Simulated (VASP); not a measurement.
# YN (Fm-3m) in VASP: notebook

YN is run at these levels: LDA; tasks: single point, relaxation of cell and atoms.

Everything below comes from runs of VASP 6.6.1. Logs are shortened: lines on timing, memory, paths and dates and some standing lists are left out, and cuts for length are marked.

## (1) The cell of the first run

Symmetry: Fm-3m, No. 225, cubic system. Conventional cell: a = 4.820 Å, b = 4.820 Å, c = 4.820 Å, α = 90.00°, β = 90.00°, γ = 90.00°. Y (site symmetry m-3m) has 6 N at 2.41 Å within 3.2 Å. N (site symmetry m-3m) has 6 Y at 2.41 Å within 3.2 Å.

## (2) Single point, LDA

File INCAR:

```
SYSTEM = YN
  PREC = Accurate
  ENCUT = 600
  EDIFF = 1E-6
  ISMEAR = 0
  SIGMA = 0.01
  LREAL = .False.
  LASPH = .True.
  NELM = 120
  ALGO = Normal
  ISIF = 2
  LWAVE = .False.
  LCHARG = .False.
  GGA = CA
  NBANDS = 15
  GGA_COMPAT = .False.
```

File KPOINTS:

```
Automatic mesh
0
Gamma
  12 12 12
  0 0 0
```

File POSCAR:

```
YN
1.0
    0.0000000000      2.4100689743      2.4100689743
    2.4100689743      0.0000000000      2.4100689743
    2.4100689743      2.4100689743      0.0000000000
Y N
1 1
Direct
    0.0000000000      0.0000000000      0.0000000000
    0.5000000000      0.5000000000      0.5000000000
```

Potentials or basis: VASP PAW LDA potentials, release 64 (Y_sv, N).

Launch:

```console
> cat potpaw_LDA.64/Y_sv/POTCAR potpaw_LDA.64/N/POTCAR > POTCAR
> mpirun -np 1 vasp_std > vasp.out
```

OUTCAR:

```text
SYSTEM = YN
   PREC = Accurate
   ENCUT = 600
   EDIFF = 1E-6
   ISMEAR = 0
   LREAL = .False.
   LASPH = .True.
   NELM = 120
   ISIF = 2
   GGA = CA

 ion  position               nearest neighbor table
   1  0.000  0.000  0.000-   2 2.41   2 2.41   2 2.41   2 2.41   2 2.41   2 2.41
   2  0.500  0.500  0.500-   1 2.41   1 2.41   1 2.41   1 2.41   1 2.41   1 2.41

  LATTYP: Found a face centered cubic cell.
 ALAT       =     4.8201379486

  Lattice vectors:

 A1 = (   0.0000000000,   2.4100689743,   2.4100689743)
 A2 = (   2.4100689743,   0.0000000000,   2.4100689743)
 A3 = (   2.4100689743,   2.4100689743,   0.0000000000)

Analysis of symmetry for initial positions (statically):
=====================================================================
 Subroutine PRICEL returns:
 Original cell was already a primitive cell.

 Routine SETGRP: Setting up the symmetry group for a
 face centered cubic supercell.

 Subroutine GETGRP returns: Found 48 space group operations
 (whereof 48 operations were pure point group operations)
 out of a pool of 48 trial point group operations.

The static configuration has the point symmetry O_h .

Analysis of symmetry for dynamics (positions and initial velocities):
=====================================================================
 Subroutine PRICEL returns:
 Original cell was already a primitive cell.

 Routine SETGRP: Setting up the symmetry group for a
 face centered cubic supercell.

 Subroutine GETGRP returns: Found 48 space group operations
 (whereof 48 operations were pure point group operations)
 out of a pool of 48 trial point group operations.

The dynamic configuration has the point symmetry O_h .

 Subroutine INISYM returns: Found 48 space group operations
 (whereof 48 operations are pure point group operations),
 and found     1 'primitive' translations

----------------------------------------------------------------------------------------

                                     Primitive cell

  volume of cell :      27.9974

  direct lattice vectors                    reciprocal lattice vectors
     0.000000000  2.410068974  2.410068974    -0.207462942  0.207462942  0.207462942
     2.410068974  0.000000000  2.410068974     0.207462942 -0.207462942  0.207462942
     2.410068974  2.410068974  0.000000000     0.207462942  0.207462942 -0.207462942

  length of vectors
     3.408352230  3.408352230  3.408352230     0.359336356  0.359336356  0.359336356

  position of ions in fractional coordinates (direct lattice)
     0.000000000  0.000000000  0.000000000
     0.500000000  0.500000000  0.500000000

  ion indices of the primitive-cell ions
   primitive index   ion index
                 1           1
                 2           2

----------------------------------------------------------------------------------------

 KPOINTS: Automatic mesh

Automatic generation of k-mesh.
 Grid dimensions read from file:
 generate k-points for:   12   12   12

 Generating k-lattice:

  Cartesian coordinates                     Fractional coordinates (reciprocal lattice)
    -0.017288579  0.017288579  0.017288579     0.083333333  0.000000000  0.000000000
     0.017288579 -0.017288579  0.017288579     0.000000000  0.083333333  0.000000000
     0.017288579  0.017288579 -0.017288579     0.000000000  0.000000000  0.083333333

  Length of vectors
     0.029944696  0.029944696  0.029944696

  Shift w.r.t. Gamma in fractional coordinates (k-lattice)
     0.000000000  0.000000000  0.000000000

 Subroutine IBZKPT returns following result:
 ===========================================

 Found     72 irreducible k-points:

 Following reciprocal coordinates:
            Coordinates               Weight
  0.000000  0.000000  0.000000      1.000000
  0.083333  0.000000  0.000000      8.000000
  0.166667  0.000000  0.000000      8.000000
  0.250000  0.000000  0.000000      8.000000
  0.333333  0.000000  0.000000      8.000000
  0.416667  0.000000  0.000000      8.000000
[... 16 lines left out ...]
  0.500000  0.166667  0.000000     24.000000
 -0.416667  0.166667  0.000000     24.000000
 [... further k-points ...]
   k-points           NKPTS =     72   k-points in BZ     NKDIM =     72   number of bands    NBANDS=     15
   number of dos      NEDOS =    301   number of ions     NIONS =      2
   total plane-waves  NPLWV =  21952
   dimension x,y,z NGX =    28 NGY =   28 NGZ =   28
   dimension x,y,z NGXF=    56 NGYF=   56 NGZF=   56
   ions per type =               1   1
   NGX,Y,Z   is equivalent  to a cutoff of  13.66, 13.66, 13.66 a.u.
   NGXF,Y,Z  is equivalent  to a cutoff of  27.31, 27.31, 27.31 a.u.
 SYSTEM =  YN
   PREC   = accura    normal or accurate (medium, high low for compatibility)
   ISTART =      0    job   : 0-new  1-cont  2-samecut
   ICHARG =      2    charge: 1-file 2-atom 10-const
   ISPIN  =      1    spin polarized calculation?
   LNONCOLLINEAR =      F non collinear calculations
   LSORBIT =      F    spin-orbit coupling
   LASPH  =      T    aspherical Exc in radial PAW
   ENCUT  =  600.0 eV  44.10 Ry    6.64 a.u.   6.81  6.81  6.81*2*pi/ulx,y,z
   NELM   =    120;   NELMIN=  2; NELMDL= -5     # of ELM steps
   EDIFF  = 0.1E-05   stopping-criterion for ELM
   LREAL  =      F    real-space projection
   EDIFFG = 0.1E-04   stopping-criterion for IOM
   NSW    =      0    number of steps for IOM
   IBRION =     -1    ionic relax: 0-MD 1-quasi-New 2-CG
   NFREE  =      0    steps in history (QN), initial steepest desc. (CG)
   ISIF   =      2    stress and relaxation
   ISYM   =      2    0-nonsym 1-usesym 2-fastsym
   POTIM  = 0.5000    time-step for ionic-motion
   TEBEG  =    0.0;   TEEND  =   0.0 temperature during run
   PSTRESS=    0.0 pullay stress
   NELECT =      16.0000    total number of electrons
   NUPDOWN=      -1.0000    fix difference up-down
   EMIN   =  10.00;   EMAX   =-10.00  energy-range for DOS
   EFERMI =   0.00;   METHOD = LEGACY
   ISMEAR =     0;   SIGMA  =   0.01  broadening in eV -4-tet -1-fermi 0-gaus
   EFERMI_NEDOS =   21; number of points for ismear=-14 and -15
   IALGO  =     38    algorithm
   IMIX   =      4    mixing-type and parameters
     AMIX     =   0.40;   BMIX     =  1.00
     AMIX_MAG =   1.60;   BMIX_MAG =  1.00
  volume/ion in A,a.u.               =      14.00        94.47
  Fermi-wavevector in a.u.,A,eV,Ry     =   1.358549  2.567286 25.111672  1.845656
  Thomas-Fermi vector in A             =   2.485373
   LORBIT       =      0    0 simple, 1 ext, 2 COOP (PROOUT), +10 PAW based schemes
   GGA     = CA    functional components
   LHFCALC =     F    Hartree Fock is set to
   AEXX    =    0.0000 exact exchange contribution
   IVDW    =     0    specifies the selected vdW correction
   LEPSILON=     F    determine dielectric tensor
   LRPA    =     F    only Hartree local field effects (RPA)
 non-spin polarized calculation
 Gauss-broadening in eV      SIGMA  =   0.01
  energy-cutoff  :      600.00
  volume of cell :       28.00
 maximum number of plane-waves:       950
   NGX = 13   NGY = 13   NGZ = 13

 number of electron      16.0000000 magnetization

 Free energy of the ion-electron system (eV)
  ---------------------------------------------------
  ext. energy  EPLUGINS =         0.00000000
  ---------------------------------------------------
  free energy    TOTEN  =       -19.88800155 eV

  energy without entropy =      -19.88798656  energy(sigma->0) =      -19.88799406

 E-fermi :   4.2008     XC(G=0): -11.7924

 val. band max:        4.1956213750   @ k =   0.0000   0.0000   0.0000
 cond. band min:       4.2059785463   @ k =   0.5000   0.5000   0.0000
 fundamental gap:      0.0103571713
 Fermi energy:         4.2007998478

 k-point     1 :       0.0000    0.0000    0.0000
  band No.  band energies     occupation
      1     -36.1664      2.00000
      2     -15.8937      2.00000
      3     -15.8937      2.00000
      4     -15.8937      2.00000
      5      -8.6093      2.00000
      6       4.1956      1.53610
      7       4.1956      1.53604
      8       4.1956      1.53604
      9       7.3100      0.00000
     10       7.3100      0.00000
     11       7.3100      0.00000
     12       8.7395      0.00000
     13       9.4417      0.00000
     14       9.4417      0.00000
     15      15.0734      0.00000

 k-point     2 :       0.0833    0.0000    0.0000
  band No.  band energies     occupation
      1     -36.1565      2.00000
      2     -16.0007      2.00000
      3     -15.9004      2.00000
      4     -15.9004      2.00000
      5      -8.4658      2.00000
      6       3.7324      2.00000
      7       3.9320      2.00000
      8       3.9320      2.00000
      9       7.3776      0.00000
     10       7.4937      0.00000
     11       7.4937      0.00000
     12       9.1445      0.00000
     13       9.8257      0.00000
     14       9.8257      0.00000
     15      15.5594      0.00000

 k-point     3 :       0.1667    0.0000    0.0000
  band No.  band energies     occupation
      1     -36.1293      2.00000
      2     -16.2768      2.00000
      3     -15.9184      2.00000
      4     -15.9184      2.00000
      5      -8.0856      2.00000
      6       2.7429      2.00000
      7       3.3499      2.00000
      8       3.3499      2.00000
      9       7.5398      0.00000
     10       7.9912      0.00000
     11       7.9912      0.00000
     12      10.0885      0.00000
     13      10.7925      0.00000
     14      10.7925      0.00000
     15      16.8168      0.00000
[... 343 lines left out ...]
 k-point    23 :       0.5000    0.1667    0.0000
  band No.  band energies     occupation
      1     -36.0042      2.00000
      2     -17.0715      2.00000
      3     -16.1737      2.00000
      4     -16.0656      2.00000
      5      -6.9967      2.00000
      6       0.6660      2.00000
      7       2.0978      2.00000
      8       2.2504      2.00000
      9       8.1320      0.00000
     10      10.4274      0.00000
     11      11.0940      0.00000
     12      12.5879      0.00000
     13      13.8694      0.00000
     14      14.9581      0.00000
     15      17.4003      0.00000

 k-point    24 :      -0.4167    0.1667    0.0000
  band No.  band energies     occupation
      1     -36.0016      2.00000
      2     -17.0884      2.00000
      3     -16.2161      2.00000
      4     -16.0351      2.00000
      5      -6.9166      2.00000
      6       0.5236      2.00000
      7       2.0298      2.00000
      8       2.1977      2.00000
      9       9.1994      0.00000
     10       9.6863      0.00000
     11      10.6083      0.00000
     12      12.6527      0.00000
     13      14.7081      0.00000
     14      14.8786      0.00000
     15      17.3973      0.00000

 [... further k-points ...]

------------------------ aborting loop because EDIFF is reached ----------------------------------------

  FORCE on cell =-STRESS in cart. coord.  units (eV):
  Direction    XX          YY          ZZ          XY          YZ          ZX
  --------------------------------------------------------------------------------------
  -------------------------------------------------------------------------------------
  Total        0.0212209      0.0212209      0.0212209      0.0000000      0.0000000      0.0000000
  in kB        1.2143841      1.2143841      1.2143841      0.0000000      0.0000000      0.0000000
  external PRESSURE =       1.2143841 kB  Pullay stress =       0.0000000 kB

 VOLUME and BASIS-vectors are now :
 -----------------------------------------------------------------------------
  energy-cutoff  :      600.00
  volume of cell :       28.00
      direct lattice vectors                 reciprocal lattice vectors
     0.000000000  2.410068974  2.410068974    -0.207462942  0.207462942  0.207462942
     2.410068974  0.000000000  2.410068974     0.207462942 -0.207462942  0.207462942
     2.410068974  2.410068974  0.000000000     0.207462942  0.207462942 -0.207462942

 POSITION                                       TOTAL-FORCE (eV/Angst)
 -----------------------------------------------------------------------------------
      0.00000      0.00000      0.00000         0.000000     -0.000000      0.000000
      2.41007      2.41007      2.41007        -0.000000      0.000000     -0.000000
 -----------------------------------------------------------------------------------
    total drift:                                0.000000      0.000000      0.000000

  FREE ENERGIE OF THE ION-ELECTRON SYSTEM (eV)
  ---------------------------------------------------
  free  energy   TOTEN  =       -19.8880015466 eV

  energy  without entropy=      -19.8879865650  energy(sigma->0) =      -19.88799406
```

It took 17 s on 1 thread of Intel Xeon 6975P-C (Granite Rapids), shared host; peak memory 0.19 GiB.

Results:

- Free energy: -19.8880 eV
- Pressure: 0.1 GPa
- Band gap on the k mesh: 0.01 eV (least direct gap 0.36 eV)

Caveat: semilocal functionals underestimate gaps, and a narrow one can read as zero. A k mesh can miss the band edges.

(Continued in part 2 of 2.)

The gap in the log of VASP goes by the Fermi energy; the results here count the filled bands.